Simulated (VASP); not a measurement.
# H (Im-3m) in VASP: single point with LDA

Aim: the single point of H with LDA.

Program: VASP 6.6.1. These are calculated values, not measurements. Logs are shortened: lines on timing, memory, paths and dates and some standing lists are left out, and cuts for length are marked.

## (1) The cell of the first run

The structure is cubic, space group Im-3m (No. 229). The conventional cell has a = 4.229 Å, b = 4.229 Å, c = 4.229 Å, α = 90.00°, β = 90.00°, γ = 90.00°. Within 4.8 Å of H (site symmetry m-3m) lie 14 H at 3.66 to 4.23 Å.

## (2) Single point, LDA

Input file INCAR:

```
SYSTEM = H
PREC = Accurate
ENCUT = 520
EDIFF = 1E-6
ISMEAR = -1
SIGMA = 0.1
LREAL = .False.
LASPH = .True.
NELM = 60
ALGO = Normal
ISIF = 2
LWAVE = .False.
LCHARG = .False.
NBANDS = 8
```

Input file KPOINTS:

```
Automatic mesh
0
Gamma
  6 6 6
  0 0 0
```

Input file POSCAR:

```
H
1.0
    4.2291990000      0.0000000000      0.0000000000
    0.0000000000      4.2291990000      0.0000000000
    0.0000000000      0.0000000000      4.2291990000
H
2
Direct
    0.0000000000      0.0000000000      0.0000000000
    0.5000000000      0.5000000000      0.5000000000
```

Potentials or basis: VASP PAW LDA potentials, release 64 (H).

On the command line:

```console
cat potpaw_LDA.64/H/POTCAR > POTCAR
mpirun -np 1 vasp_std > vasp.out
```

OUTCAR:

```text
SYSTEM = H
   PREC = Accurate
   ENCUT = 520
   EDIFF = 1E-6
   ISMEAR = -1
   LREAL = .False.
   LASPH = .True.
   NELM = 60
   ISIF = 2

 ion  position               nearest neighbor table
   1  0.000  0.000  0.000-
   2  0.500  0.500  0.500-

  LATTYP: Found a simple cubic cell.
 ALAT       =     4.2291990000

  Lattice vectors:

 A1 = (   4.2291990000,   0.0000000000,   0.0000000000)
 A2 = (   0.0000000000,   4.2291990000,   0.0000000000)
 A3 = (   0.0000000000,   0.0000000000,   4.2291990000)

Analysis of symmetry for initial positions (statically):
=====================================================================
 Subroutine PRICEL returns following result:

  LATTYP: Found a body centered cubic cell.
 ALAT       =     4.2291990000

  Lattice vectors:

 A1 = (   2.1145995000,   2.1145995000,  -2.1145995000)
 A2 = (  -2.1145995000,   2.1145995000,   2.1145995000)
 A3 = (   2.1145995000,  -2.1145995000,   2.1145995000)

   2 primitive cells build up your supercell.

 Routine SETGRP: Setting up the symmetry group for a
 simple cubic supercell.

 Subroutine GETGRP returns: Found 48 space group operations
 (whereof 48 operations were pure point group operations)
 out of a pool of 48 trial point group operations.

The static configuration has the point symmetry O_h .

Analysis of symmetry for dynamics (positions and initial velocities):
=====================================================================
 Subroutine PRICEL returns following result:

  LATTYP: Found a body centered cubic cell.
 ALAT       =     4.2291990000

  Lattice vectors:

 A1 = (   2.1145995000,   2.1145995000,  -2.1145995000)
 A2 = (  -2.1145995000,   2.1145995000,   2.1145995000)
 A3 = (   2.1145995000,  -2.1145995000,   2.1145995000)

   2 primitive cells build up your supercell.

 Routine SETGRP: Setting up the symmetry group for a
 simple cubic supercell.

 Subroutine GETGRP returns: Found 48 space group operations
 (whereof 48 operations were pure point group operations)
 out of a pool of 48 trial point group operations.

The dynamic configuration has the point symmetry O_h .

 Subroutine INISYM returns: Found 48 space group operations
 (whereof 48 operations are pure point group operations),
 and found     2 'primitive' translations

----------------------------------------------------------------------------------------

                                     Primitive cell

  volume of cell :      37.8220

  direct lattice vectors                    reciprocal lattice vectors
     2.114599500  2.114599500 -2.114599500     0.236451394  0.236451394  0.000000000
    -2.114599500  2.114599500  2.114599500    -0.000000000  0.236451394  0.236451394
     2.114599500 -2.114599500  2.114599500     0.236451394  0.000000000  0.236451394

  length of vectors
     3.662593772  3.662593772  3.662593772     0.334392769  0.334392769  0.334392769

  position of ions in fractional coordinates (direct lattice)
     0.000000000  0.000000000  0.000000000

  ion indices of the primitive-cell ions
   primitive index   ion index
                 1           1

----------------------------------------------------------------------------------------

 KPOINTS: Automatic mesh

Automatic generation of k-mesh.
 Grid dimensions read from file:
 generate k-points for:    6    6    6

 Generating k-lattice:

  Cartesian coordinates                     Fractional coordinates (reciprocal lattice)
     0.039408566  0.000000000  0.000000000     0.166666667  0.000000000  0.000000000
     0.000000000  0.039408566  0.000000000     0.000000000  0.166666667  0.000000000
     0.000000000  0.000000000  0.039408566     0.000000000  0.000000000  0.166666667

  Length of vectors
     0.039408566  0.039408566  0.039408566

  Shift w.r.t. Gamma in fractional coordinates (k-lattice)
     0.000000000  0.000000000  0.000000000

 Subroutine IBZKPT returns following result:
 ===========================================

 Found     20 irreducible k-points:

 Following reciprocal coordinates:
            Coordinates               Weight
  0.000000  0.000000  0.000000      1.000000
  0.166667  0.000000  0.000000      6.000000
  0.333333  0.000000  0.000000      6.000000
  0.500000  0.000000  0.000000      3.000000
  0.166667  0.166667  0.000000     12.000000
  0.333333  0.166667  0.000000     24.000000
[... 12 lines left out ...]
  0.500000  0.500000  0.333333      6.000000
  0.500000  0.500000  0.500000      1.000000
   k-points           NKPTS =     20   k-points in BZ     NKDIM =     20   number of bands    NBANDS=      8
   number of dos      NEDOS =    301   number of ions     NIONS =      2
   total plane-waves  NPLWV =  32768
   dimension x,y,z NGX =    32 NGY =   32 NGZ =   32
   dimension x,y,z NGXF=    64 NGYF=   64 NGZF=   64
   ions per type =               2
   NGX,Y,Z   is equivalent  to a cutoff of  12.58, 12.58, 12.58 a.u.
   NGXF,Y,Z  is equivalent  to a cutoff of  25.16, 25.16, 25.16 a.u.
 SYSTEM =  H
   PREC   = accura    normal or accurate (medium, high low for compatibility)
   ISTART =      0    job   : 0-new  1-cont  2-samecut
   ICHARG =      2    charge: 1-file 2-atom 10-const
   ISPIN  =      1    spin polarized calculation?
   LNONCOLLINEAR =      F non collinear calculations
   LSORBIT =      F    spin-orbit coupling
   LASPH  =      T    aspherical Exc in radial PAW
   ENCUT  =  520.0 eV  38.22 Ry    6.18 a.u.   7.86  7.86  7.86*2*pi/ulx,y,z
   NELM   =     60;   NELMIN=  2; NELMDL= -5     # of ELM steps
   EDIFF  = 0.1E-05   stopping-criterion for ELM
   LREAL  =      F    real-space projection
   EDIFFG = 0.1E-04   stopping-criterion for IOM
   NSW    =      0    number of steps for IOM
   IBRION =     -1    ionic relax: 0-MD 1-quasi-New 2-CG
   NFREE  =      0    steps in history (QN), initial steepest desc. (CG)
   ISIF   =      2    stress and relaxation
   ISYM   =      2    0-nonsym 1-usesym 2-fastsym
   POTIM  = 0.5000    time-step for ionic-motion
   TEBEG  =    0.0;   TEEND  =   0.0 temperature during run
   PSTRESS=    0.0 pullay stress
   NELECT =       2.0000    total number of electrons
   NUPDOWN=      -1.0000    fix difference up-down
   EMIN   =  10.00;   EMAX   =-10.00  energy-range for DOS
   EFERMI =   0.00;   METHOD = LEGACY
   ISMEAR =    -1;   SIGMA  =   0.10  broadening in eV -4-tet -1-fermi 0-gaus
   EFERMI_NEDOS =   21; number of points for ismear=-14 and -15
   IALGO  =     38    algorithm
   IMIX   =      4    mixing-type and parameters
     AMIX     =   0.40;   BMIX     =  1.00
     AMIX_MAG =   1.60;   BMIX_MAG =  1.00
  volume/ion in A,a.u.               =      37.82       255.24
  Fermi-wavevector in a.u.,A,eV,Ry     =   0.487708  0.921635  3.236272  0.237859
  Thomas-Fermi vector in A             =   1.489134
   LORBIT       =      0    0 simple, 1 ext, 2 COOP (PROOUT), +10 PAW based schemes
   GGA     = CA    functional components
   LHFCALC =     F    Hartree Fock is set to
   AEXX    =    0.0000 exact exchange contribution
   IVDW    =     0    specifies the selected vdW correction
   LEPSILON=     F    determine dielectric tensor
   LRPA    =     F    only Hartree local field effects (RPA)
 non-spin polarized calculation
  energy-cutoff  :      520.00
  volume of cell :       75.64
 maximum number of plane-waves:      2054
 NGX is ok and might be reduce to    32
   NGX = 15   NGY = 15   NGZ = 15

 number of electron       1.9999999 magnetization

 Free energy of the ion-electron system (eV)
  ---------------------------------------------------
  ext. energy  EPLUGINS =         0.00000000
  ---------------------------------------------------
  free energy    TOTEN  =        -0.75670734 eV

  energy without entropy =       -0.62933360  energy(sigma->0) =       -0.69302047

 E-fermi :  -5.7732     XC(G=0):  -4.3575

 val. band max:       -5.7983559044   @ k =   0.5000   0.3333   0.0000
 cond. band min:      -5.7405989531   @ k =   0.5000   0.3333   0.1667
 fundamental gap:      0.0577569513
 Fermi energy:        -5.7731911927

 k-point     1 :       0.0000    0.0000    0.0000
  band No.  band energies     occupation
      1      -7.1253      2.00000
      2      -5.0453      0.00138
      3       3.1868      0.00000
      4       4.2387      0.00000
      5       4.2387      0.00000
      6       4.2387      0.00000
      7       5.4912      0.00000
      8       5.4912      0.00000

 k-point     2 :       0.1667    0.0000    0.0000
  band No.  band energies     occupation
      1      -6.9807      1.99999
      2      -5.1491      0.00389
      3       2.8992      0.00000
      4       2.9263      0.00000
      5       4.4669      0.00000
      6       4.4669      0.00000
      7       5.7246      0.00000
      8       7.5368      0.00000

 k-point     3 :       0.3333    0.0000    0.0000
  band No.  band energies     occupation
      1      -6.5772      1.99936
      2      -5.4853      0.10643
      3       1.9785      0.00000
      4       2.2919      0.00000
      5       5.1492      0.00000
      6       5.1492      0.00000
      7       6.4248      0.00000
      8       7.8226      0.00000

 k-point     4 :       0.5000    0.0000    0.0000
  band No.  band energies     occupation
      1      -6.0185      1.84151
      2      -6.0185      1.84151
      3       1.8468      0.00000
      4       1.8468      0.00000
      5       6.2773      0.00000
      6       6.2773      0.00000
      7       6.2773      0.00000
      8       6.2773      0.00000

 k-point     5 :       0.1667    0.1667    0.0000
  band No.  band energies     occupation
      1      -6.8423      1.99995
      2      -5.2240      0.00821
      3       2.4665      0.00000
      4       2.6141      0.00000
      5       3.9594      0.00000
      6       4.6942      0.00000
      7       7.1989      0.00000
      8       8.1902      0.00000
[... 133 lines left out ...]
 k-point    18 :       0.5000    0.3333    0.3333
  band No.  band energies     occupation
      1      -5.6183      0.35043
      2      -5.6183      0.35043
      3       1.4551      0.00000
      4       1.4551      0.00000
      5       3.1829      0.00000
      6       3.1829      0.00000
      7       5.3062      0.00000
      8       5.3062      0.00000

 k-point    19 :       0.5000    0.5000    0.3333
  band No.  band energies     occupation
      1      -5.5532      0.19956
      2      -5.5532      0.19956
      3       1.5678      0.00000
      4       1.5678      0.00000
      5       3.1528      0.00000
      6       3.1528      0.00000
      7       4.3407      0.00000
      8       4.3407      0.00000

 k-point    20 :       0.5000    0.5000    0.5000
  band No.  band energies     occupation
      1      -5.4946      0.11613
      2      -5.4946      0.11613
      3       2.7249      0.00000
      4       2.7249      0.00000
      5       2.7249      0.00000
      6       2.7249      0.00000
      7       2.7249      0.00000
      8       2.7249      0.00000

------------------------ aborting loop because EDIFF is reached ----------------------------------------

  FORCE on cell =-STRESS in cart. coord.  units (eV):
  Direction    XX          YY          ZZ          XY          YZ          ZX
  --------------------------------------------------------------------------------------
  -------------------------------------------------------------------------------------
  Total       -0.9850694     -0.9850694     -0.9850694      0.0000000      0.0000000      0.0000000
  in kB      -20.8642638    -20.8642638    -20.8642638      0.0000000      0.0000000      0.0000000
  external PRESSURE =     -20.8642638 kB  Pullay stress =       0.0000000 kB

 VOLUME and BASIS-vectors are now :
 -----------------------------------------------------------------------------
  energy-cutoff  :      520.00
  volume of cell :       75.64
      direct lattice vectors                 reciprocal lattice vectors
     4.229199000  0.000000000  0.000000000     0.236451394  0.000000000  0.000000000
     0.000000000  4.229199000  0.000000000     0.000000000  0.236451394  0.000000000
     0.000000000  0.000000000  4.229199000     0.000000000  0.000000000  0.236451394

 POSITION                                       TOTAL-FORCE (eV/Angst)
 -----------------------------------------------------------------------------------
      0.00000      0.00000      0.00000         0.000000      0.000000     -0.000000
      2.11460      2.11460      2.11460        -0.000000     -0.000000      0.000000
 -----------------------------------------------------------------------------------
    total drift:                                0.000000      0.000000     -0.000000

  FREE ENERGIE OF THE ION-ELECTRON SYSTEM (eV)
  ---------------------------------------------------
  free  energy   TOTEN  =        -0.7567073399 eV

  energy  without entropy=       -0.6293335974  energy(sigma->0) =       -0.69302047
```

Wall time 3.5 s (1 thread of Intel Xeon Platinum 8375C at 2.90GHz (Ice Lake), shared host); peak memory 0.14 GiB.

What came out:

```yaml
Free_energy: -0.7567 eV
Pressure: -2.1 GPa
Band_gap_on_the_k_mesh: zero (band 1 reaches -5.49 eV, above the bottom of band 2 at -6.02 eV)
```
